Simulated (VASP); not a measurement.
A run of VASP 6.6.1:

INCAR

```
  ALGO = Normal
  EDIFF = 1E-7
  ENCUT = 520
  ISIF = 2
  ISMEAR = 0
  LASPH = True
  LCHARG = False
  LREAL = False
  LWAVE = False
  NBANDS = 26
  NELM = 100
  PREC = Accurate
  SIGMA = 0.01
```

Contents of KPOINTS:

```
k-points
0
Gamma
  8 8 4
```

The input POSCAR:

```
GaN
1.0
    3.0887782846      0.0000000000      0.0000000000
   -1.5443891423      2.6749604611      0.0000000000
    0.0000000000      0.0000000000      5.1887965914
Ga N
2 2
Direct
    0.3333333333      0.6666666667      0.0019838639
    0.6666666667      0.3333333333      0.5019838639
    0.3333333333      0.6666666667      0.3730161361
    0.6666666667      0.3333333333      0.8730161361
```

Potentials or basis: VASP PAW LDA potentials, release 64 (Ga_d, N).

Launch:

```sh
$ cat potpaw_LDA.64/Ga_d/POTCAR potpaw_LDA.64/N/POTCAR > POTCAR
$ mpirun -np 1 vasp_std > vasp.out
```

Hardware: 1 thread of Intel(R) Xeon(R) Platinum 8259CL CPU @ 2.50GHz (Skylake/Cascade Lake), with other jobs on the host.

Estimate the wall time of this run.

It took 30 s on 1 thread of Intel(R) Xeon(R) Platinum 8259CL CPU @ 2.50GHz (Skylake/Cascade Lake), with other jobs on the host, peak memory 0.15 GiB. Counts: scf iterations 18, k points 30.
